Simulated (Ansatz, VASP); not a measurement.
# One calculation of LaNiI, two programs

File INCAR:

```
SYSTEM = LaNiI
PREC = Accurate
ENCUT = 520
EDIFF = 1E-7
ISMEAR = 0
SIGMA = 0.1
LREAL = .False.
LASPH = .True.
NELM = 150
ALGO = Normal
ISIF = 2
LWAVE = .False.
LCHARG = .False.
ISPIN = 2
MAGMOM = 0 2 0
LORBIT = 11
LMAXMIX = 6
GGA = PE
NBANDS = 25
```

The input KPOINTS:

```
Automatic mesh
0
Gamma
  6 6 4
  0 0 0
```

Contents of POSCAR:

```
LaNiI
1.0
    4.5097289500      0.0000000000      0.0000000000
   -2.2548644800      3.9055398400      0.0000000000
    0.0000000000      0.0000000000      4.8896561200
La Ni I
1 1 1
Direct
    0.0000000000      0.0000000000      0.5000000000
    0.3333333300      0.6666666700      0.0000000000
    0.6666666700      0.3333333300      0.5000000000
```

Input for Ansatz:

```yaml
crystal:
  lattice:
    - [4.50972895, 0.0, 0.0]
    - [-2.25486448, 3.90553984, 0.0]
    - [0.0, 0.0, 4.88965612]
  atoms:
    - { symbol: La, position: [0.0, 0.0, 0.5] }
    - { symbol: Ni, position: [0.33333333, 0.66666667, 0.0], spin: 2.0 }
    - { symbol: I, position: [0.66666667, 0.33333333, 0.5] }
basis:
  ecutwfc: 420
kpoints:
  mp_grid: { grid: [6, 6, 4] }
hamiltonian:
  xc: pbe
scf:
  occupations: { method: gaussian, width: 0.1 }
  lower_state_search: "off"
output:
  forces: true
  stress: true
  eigenvalues: true
  populations: true
magnetization:
  spin_polarized: true
```

Alike in both runs: task single point; functional PBE; k mesh 6 × 6 × 4; occupations gaussian, width 0.1 eV; collinear spin.

|  | VASP | Ansatz |
| --- | --- | --- |
| version | VASP 6.6.1 | Ansatz 0.2.0 |
| potentials or method | VASP PAW PBE potentials, release 64 (La, Ni, I), cutoff 520 eV | scalar-relativistic, plane waves, PAW |
| valence electrons in the cell | 28 | 46 |

Ansatz gave:

| Quantity | Value |
| --- | --- |
| gap on the k mesh at the Fermi level (eV) | none |
| pressure (GPa) | 22.3 |
| traceless stress, the component that is largest in VASP (GPa) | -32.02 |
| net moment per atom (μB) | 0.04 |
| size of the moment on the site where the two differ most (μB) | 0.02 |

Task: What did VASP give for the same quantities?

Result: gap on the k mesh at the Fermi level (eV): none; pressure (GPa): 22.1; traceless stress, the component that is largest in VASP (GPa): -31.91; net moment per atom (μB): 0.03; size of the moment on the site where the two differ most (μB): 0.04.

Site moments also hang on the region over which each program counts them. A gap of «none» marks a metal or a gap that the smearing closes. With one functional, cell and mesh, what is left measures potentials, basis and numerics. VASP's potentials hold 28 valence electrons a cell and Ansatz's 46, so a difference there can come from the potentials and not from the codes. Ansatz's warnings: seeded moment not kept.

Spin-orbit coupling is off throughout.
